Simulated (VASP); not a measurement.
# La (P6_3/mmc) in VASP: a series of runs

Runs on La. Level: PBEsol. Tasks: single point.

Everything below comes from runs of VASP 6.6.1. Logs are shortened: lines on timing, memory, paths and dates and some standing lists are left out, and cuts for length are marked.

### 1 The cell of the first run

It takes space group P6_3/mmc (No. 194, hexagonal). The conventional cell has a = 3.844 Å, b = 3.844 Å, c = 11.430 Å, α = 90.00°, β = 90.00°, γ = 120.00°. La (site symmetry -3m) has 12 La at 3.62 to 3.84 Å within 4.8 Å. Within 4.8 Å of La (site symmetry -6m2) lie 12 La at 3.62 to 3.84 Å.

### 2 Single point, PBEsol

Input file INCAR:

```
SYSTEM = La
PREC = Accurate
ENCUT = 520
EDIFF = 1E-6
ISMEAR = 0
SIGMA = 0.15
LREAL = .FALSE.
LASPH = .TRUE.
NELM = 100
ALGO = Fast
ISIF = 2
LWAVE = .FALSE.
LCHARG = .FALSE.
GGA = PS
NBANDS = 30
```

Input file KPOINTS:

```
regular mesh
0
G
  12 12 4
  0 0 0
```

Input file POSCAR:

```
La
1.0
    3.8443000000      0.0000000000      0.0000000000
   -1.9221500000      3.3292614598      0.0000000000
    0.0000000000      0.0000000000     11.4298000000
La
4
Direct
    0.0000000000      0.0000000000      0.0000000000
    0.0000000000      0.0000000000      0.5000000000
    0.3333333333      0.6666666667      0.2500000000
    0.6666666667      0.3333333333      0.7500000000
```

Potentials or basis: VASP PAW PBE potentials, release 64 (La).

On the command line:

```bash
$ cat potpaw_PBE.64/La/POTCAR > POTCAR
$ mpirun -np 1 vasp_std > vasp.out
```

OUTCAR:

```text
SYSTEM = La
   PREC = Accurate
   ENCUT = 520
   EDIFF = 1E-6
   ISMEAR = 0
   LREAL = .FALSE.
   LASPH = .TRUE.
   NELM = 100
   ISIF = 2
   GGA = PS

 ion  position               nearest neighbor table
   1  0.000  0.000  0.000-   3 3.62   4 3.62   4 3.62   3 3.62   4 3.62   3 3.62
   2  0.000  0.000  0.500-   3 3.62   4 3.62   4 3.62   3 3.62   4 3.62   3 3.62
   3  0.333  0.667  0.250-   1 3.62   2 3.62   1 3.62   2 3.62   1 3.62   2 3.62
   4  0.667  0.333  0.750-   1 3.62   2 3.62   1 3.62   2 3.62   1 3.62   2 3.62

  LATTYP: Found a hexagonal cell.
 ALAT       =     3.8443000000
 C/A-ratio  =     2.9731810733

  Lattice vectors:

 A1 = (   3.8443000000,   0.0000000000,   0.0000000000)
 A2 = (  -1.9221500000,   3.3292614598,   0.0000000000)
 A3 = (   0.0000000000,   0.0000000000,  11.4298000000)

Analysis of symmetry for initial positions (statically):
=====================================================================
 Subroutine PRICEL returns:
 Original cell was already a primitive cell.

 Routine SETGRP: Setting up the symmetry group for a
 hexagonal supercell.

 Subroutine GETGRP returns: Found 24 space group operations
 (whereof 12 operations were pure point group operations)
 out of a pool of 24 trial point group operations.

The static configuration has the point symmetry D_3d.
 The point group associated with its full space group is D_6h.

Analysis of symmetry for dynamics (positions and initial velocities):
=====================================================================
 Subroutine PRICEL returns:
 Original cell was already a primitive cell.

 Routine SETGRP: Setting up the symmetry group for a
 hexagonal supercell.

 Subroutine GETGRP returns: Found 24 space group operations
 (whereof 12 operations were pure point group operations)
 out of a pool of 24 trial point group operations.

The dynamic configuration has the point symmetry D_3d.
 The point group associated with its full space group is D_6h.

 Subroutine INISYM returns: Found 24 space group operations
 (whereof 12 operations are pure point group operations),
 and found     1 'primitive' translations

----------------------------------------------------------------------------------------

                                     Primitive cell

  volume of cell :     146.2864

  direct lattice vectors                    reciprocal lattice vectors
     3.844300000  0.000000000  0.000000000     0.260125380  0.150183458  0.000000000
    -1.922150000  3.329261460  0.000000000     0.000000000  0.300366917  0.000000000
     0.000000000  0.000000000 11.429800000     0.000000000  0.000000000  0.087490595

  length of vectors
     3.844300000  3.844300000 11.429800000     0.300366917  0.300366917  0.087490595

  position of ions in fractional coordinates (direct lattice)
     0.000000000  0.000000000  0.000000000
     0.000000000  0.000000000  0.500000000
     0.333333333  0.666666667  0.250000000
     0.666666667  0.333333333  0.750000000

  ion indices of the primitive-cell ions
   primitive index   ion index
                 1           1
                 2           2
                 3           3
                 4           4

----------------------------------------------------------------------------------------

 KPOINTS: regular mesh

Automatic generation of k-mesh.
 Grid dimensions read from file:
 generate k-points for:   12   12    4

 Generating k-lattice:

  Cartesian coordinates                     Fractional coordinates (reciprocal lattice)
     0.021677115  0.012515288  0.000000000     0.083333333  0.000000000  0.000000000
     0.000000000  0.025030576  0.000000000     0.000000000  0.083333333  0.000000000
     0.000000000  0.000000000  0.021872649     0.000000000  0.000000000  0.250000000

  Length of vectors
     0.025030576  0.025030576  0.021872649

  Shift w.r.t. Gamma in fractional coordinates (k-lattice)
     0.000000000  0.000000000  0.000000000

 Subroutine IBZKPT returns following result:
 ===========================================

 Found     57 irreducible k-points:

 Following reciprocal coordinates:
            Coordinates               Weight
  0.000000  0.000000  0.000000      1.000000
  0.083333  0.000000  0.000000      6.000000
  0.166667  0.000000  0.000000      6.000000
  0.250000  0.000000  0.000000      6.000000
  0.333333  0.000000  0.000000      6.000000
  0.416667  0.000000  0.000000      6.000000
[... 16 lines left out ...]
  0.250000  0.000000  0.250000     12.000000
  0.333333  0.000000  0.250000     12.000000
 [... further k-points ...]
   k-points           NKPTS =     57   k-points in BZ     NKDIM =     57   number of bands    NBANDS=     30
   number of dos      NEDOS =    301   number of ions     NIONS =      4
   total plane-waves  NPLWV =  81000
   dimension x,y,z NGX =    30 NGY =   30 NGZ =   90
   dimension x,y,z NGXF=    60 NGYF=   60 NGZF=  180
   ions per type =               4
   NGX,Y,Z   is equivalent  to a cutoff of  12.97, 12.97, 13.09 a.u.
   NGXF,Y,Z  is equivalent  to a cutoff of  25.95, 25.95, 26.18 a.u.
 SYSTEM =  La
   PREC   = accura    normal or accurate (medium, high low for compatibility)
   ISTART =      0    job   : 0-new  1-cont  2-samecut
   ICHARG =      2    charge: 1-file 2-atom 10-const
   ISPIN  =      1    spin polarized calculation?
   LNONCOLLINEAR =      F non collinear calculations
   LSORBIT =      F    spin-orbit coupling
   LASPH  =      T    aspherical Exc in radial PAW
   ENCUT  =  520.0 eV  38.22 Ry    6.18 a.u.   7.15  7.15 21.25*2*pi/ulx,y,z
   NELM   =    100;   NELMIN=  2; NELMDL= -5     # of ELM steps
   EDIFF  = 0.1E-05   stopping-criterion for ELM
   LREAL  =      F    real-space projection
   EDIFFG = 0.1E-04   stopping-criterion for IOM
   NSW    =      0    number of steps for IOM
   IBRION =     -1    ionic relax: 0-MD 1-quasi-New 2-CG
   NFREE  =      0    steps in history (QN), initial steepest desc. (CG)
   ISIF   =      2    stress and relaxation
   ISYM   =      2    0-nonsym 1-usesym 2-fastsym
   POTIM  = 0.5000    time-step for ionic-motion
   TEBEG  =    0.0;   TEEND  =   0.0 temperature during run
   PSTRESS=    0.0 pullay stress
   NELECT =      44.0000    total number of electrons
   NUPDOWN=      -1.0000    fix difference up-down
   EMIN   =  10.00;   EMAX   =-10.00  energy-range for DOS
   EFERMI =   0.00;   METHOD = LEGACY
   ISMEAR =     0;   SIGMA  =   0.15  broadening in eV -4-tet -1-fermi 0-gaus
   EFERMI_NEDOS =   21; number of points for ismear=-14 and -15
   IALGO  =     68    algorithm
   IMIX   =      4    mixing-type and parameters
     AMIX     =   0.40;   BMIX     =  1.00
     AMIX_MAG =   1.60;   BMIX_MAG =  1.00
  volume/ion in A,a.u.               =      36.57       246.80
  Fermi-wavevector in a.u.,A,eV,Ry     =   1.096877  2.072796 16.369691  1.203138
  Thomas-Fermi vector in A             =   2.233227
   LORBIT       =      0    0 simple, 1 ext, 2 COOP (PROOUT), +10 PAW based schemes
   GGA     = PS    functional components
   LHFCALC =     F    Hartree Fock is set to
   AEXX    =    0.0000 exact exchange contribution
   IVDW    =     0    specifies the selected vdW correction
   LEPSILON=     F    determine dielectric tensor
   LRPA    =     F    only Hartree local field effects (RPA)
 non-spin polarized calculation
 RMM-DIIS sequential band-by-band and
 Gauss-broadening in eV      SIGMA  =   0.15
  energy-cutoff  :      520.00
  volume of cell :      146.29
 maximum number of plane-waves:      3978
 NGX is ok and might be reduce to    30
   NGX = 15   NGY = 15   NGZ = 43

 number of electron      44.0000003 magnetization

 Free energy of the ion-electron system (eV)
  ---------------------------------------------------
  ext. energy  EPLUGINS =         0.00000000
  ---------------------------------------------------
  free energy    TOTEN  =       -21.28285400 eV

  energy without entropy =      -21.21045025  energy(sigma->0) =      -21.24665212

 E-fermi :   7.8674     XC(G=0):  -9.7429

 val. band max:        7.8653249323   @ k =   0.3333   0.2500   0.2500
 cond. band min:       7.8685868762   @ k =   0.2500   0.2500   0.2500
 fundamental gap:      0.0032619439
 Fermi energy:         7.8674442701

 k-point     1 :       0.0000    0.0000    0.0000
  band No.  band energies     occupation
      1     -24.9707      2.00000
      2     -24.8309      2.00000
      3     -24.8265      2.00000
      4     -24.6803      2.00000
      5      -9.4390      2.00000
      6      -8.6517      2.00000
[... 22 lines left out ...]
     29       9.3354      0.00000
     30       9.5727      0.00000

 k-point     2 :       0.0833    0.0000    0.0000
  band No.  band energies     occupation
      1     -24.9602      2.00000
      2     -24.8244      2.00000
      3     -24.8199      2.00000
      4     -24.6782      2.00000
      5      -9.4089      2.00000
      6      -8.6795      2.00000
[... 22 lines left out ...]
     29       9.3051      0.00000
     30       9.5311      0.00000

 k-point     3 :       0.1667    0.0000    0.0000
  band No.  band energies     occupation
      1     -24.9303      2.00000
      2     -24.8065      2.00000
      3     -24.8019      2.00000
      4     -24.6733      2.00000
      5      -9.3225      2.00000
      6      -8.7703      2.00000
[... 22 lines left out ...]
     29       9.3679      0.00000
     30       9.4721      0.00000

 k-point     4 :       0.2500    0.0000    0.0000
  band No.  band energies     occupation
      1     -24.8869      2.00000
      2     -24.7818      2.00000
      3     -24.7772      2.00000
      4     -24.6690      2.00000
      5      -9.1978      2.00000
      6      -8.9349      2.00000
[... 22 lines left out ...]
     29       9.4182      0.00000
     30       9.5788      0.00000

 k-point     5 :       0.3333    0.0000    0.0000
  band No.  band energies     occupation
      1     -24.8382      2.00000
      2     -24.7570      2.00000
      3     -24.7522      2.00000
      4     -24.6694      2.00000
      5      -9.1558      2.00000
      6      -9.1184      2.00000
[... 22 lines left out ...]
     29       9.4002      0.00000
     30       9.5943      0.00000
[... 526 lines left out ...]
     29       9.2988      0.00000
     30       9.5874      0.00000

 k-point    22 :       0.1667    0.0000    0.2500
  band No.  band energies     occupation
      1     -24.9209      2.00000
      2     -24.8530      2.00000
      3     -24.7546      2.00000
      4     -24.6834      2.00000
      5      -9.2812      2.00000
      6      -8.9837      2.00000
[... 22 lines left out ...]
     29       9.2968      0.00000
     30       9.6024      0.00000

 k-point    23 :       0.2500    0.0000    0.2500
  band No.  band energies     occupation
      1     -24.8788      2.00000
      2     -24.8210      2.00000
      3     -24.7375      2.00000
      4     -24.6775      2.00000
      5      -9.1816      2.00000
      6      -9.0380      2.00000
[... 22 lines left out ...]
     29       9.2754      0.00000
     30       9.5169      0.00000

 k-point    24 :       0.3333    0.0000    0.2500
  band No.  band energies     occupation
      1     -24.8319      2.00000
      2     -24.7869      2.00000
      3     -24.7221      2.00000
      4     -24.6759      2.00000
      5      -9.1721      2.00000
      6      -9.0600      2.00000
[... 22 lines left out ...]
     29       9.4477      0.00000
     30       9.6060      0.00000

 [... further k-points ...]
[... 5 lines left out ...]
  --------------------------------------------------------------------------------------
  -------------------------------------------------------------------------------------
  Total       -2.5108378     -2.5108378      0.6270476      0.0000000      0.0000000      0.0000000
  in kB      -27.4995407    -27.4995407      6.8676360      0.0000000      0.0000000      0.0000000
  external PRESSURE =     -16.0438152 kB  Pullay stress =       0.0000000 kB

 VOLUME and BASIS-vectors are now :
 -----------------------------------------------------------------------------
  energy-cutoff  :      520.00
  volume of cell :      146.29
      direct lattice vectors                 reciprocal lattice vectors
     3.844300000  0.000000000  0.000000000     0.260125380  0.150183458  0.000000000
    -1.922150000  3.329261460  0.000000000     0.000000000  0.300366917  0.000000000
     0.000000000  0.000000000 11.429800000     0.000000000  0.000000000  0.087490595

 POSITION                                       TOTAL-FORCE (eV/Angst)
 -----------------------------------------------------------------------------------
      0.00000      0.00000      0.00000        -0.000000     -0.000000     -0.000000
      0.00000      0.00000      5.71490        -0.000000     -0.000000     -0.000000
     -0.00000      2.21951      2.85745        -0.000000      0.000000      0.000000
      1.92215      1.10975      8.57235         0.000000     -0.000000     -0.000000
 -----------------------------------------------------------------------------------
    total drift:                               -0.000000      0.000000     -0.000000

  FREE ENERGIE OF THE ION-ELECTRON SYSTEM (eV)
  ---------------------------------------------------
  free  energy   TOTEN  =       -21.2828539952 eV

  energy  without entropy=      -21.2104502521  energy(sigma->0) =      -21.24665212
```

It took 34 min on 1 thread of Intel Xeon Platinum 8259CL at 2.50GHz (Skylake/Cascade Lake), shared host; peak memory 0.41 GiB.

Results:

| Property | Result |
| --- | --- |
| Free energy | -21.2829 eV |
| Pressure | -1.6 GPa |
| Band gap on the k mesh | zero (bands 22 and 23 overlap by 1.15 eV) |

Caveat: the PAW data sets were made with another functional, which shifts forces and pressure a little; spin-orbit coupling is left out, which moves the levels of the heavy elements.

### 3 Single point, PBEsol

This run uses another cell than the first one, of 36.76 Å³/atom.

Input file INCAR:

```
PREC = Accurate
ENCUT = 520
EDIFF = 1E-6
ISMEAR = 0
SIGMA = 0.15
LREAL = F
LASPH = T
NELM = 100
ALGO = Fast
ISIF = 2
LWAVE = F
LCHARG = F
GGA = PS
NBANDS = 30
```

Input file KPOINTS:

```
regular mesh
0
Gamma
  12 12 4
```

Input file POSCAR:

```
La
1.0
    3.8077000000      0.0000000000      0.0000000000
   -1.9038500000      3.2975649300      0.0000000000
    0.0000000000      0.0000000000     11.7108379461
La
4
Direct
    0.0000000000      0.0000000000      0.0000000000
    0.0000000000      0.0000000000      0.5000000000
    0.3333333333      0.6666666667      0.2500000000
    0.6666666667      0.3333333333      0.7500000000
```

Potentials or basis: VASP PAW PBE potentials, release 64 (La).

On the command line:

```bash
$ cat potpaw_PBE.64/La/POTCAR > POTCAR
$ mpirun -np 1 vasp_std > vasp.out
```

Wall time 27 min (1 thread of Intel Xeon Platinum 8259CL at 2.50GHz (Skylake/Cascade Lake), shared host); peak memory 0.41 GiB.

The run converged. Its results:

```
Free energy            : -21.3307 eV
Pressure               : -1.8 GPa
Band gap on the k mesh : zero (bands 22 and 23 overlap by 1.12 eV)
```

Stress tensor (GPa, compression positive):
```
-2.47  0.00  0.00
 0.00 -2.47  0.00
 0.00  0.00 -0.50
```

Levels at points of the mesh, in eV from the Fermi level:
| k point | band 20 | band 21 | band 22 | band 23 | band 24 | band 25 |
| --- | --- | --- | --- | --- | --- | --- |
| (0.00, 0.00, 0.00) | -1.83 | 0.57 | 0.73 | 1.10 | 1.13 | 1.15 |
| (0.50, 0.00, 0.00) | -1.02 | -0.55 | -0.21 | -0.07 | 0.55 | 0.93 |
| (0.00, 0.00, 0.50) | -1.72 | 0.90 | 0.90 | 1.19 | 1.19 | 1.23 |
| (0.50, 0.00, 0.50) | -1.38 | -1.03 | -1.03 | 0.83 | 0.83 | 1.23 |

Caveat: the PAW data sets were made with another functional, which shifts forces and pressure a little; spin-orbit coupling is left out, which moves the levels of the heavy elements.
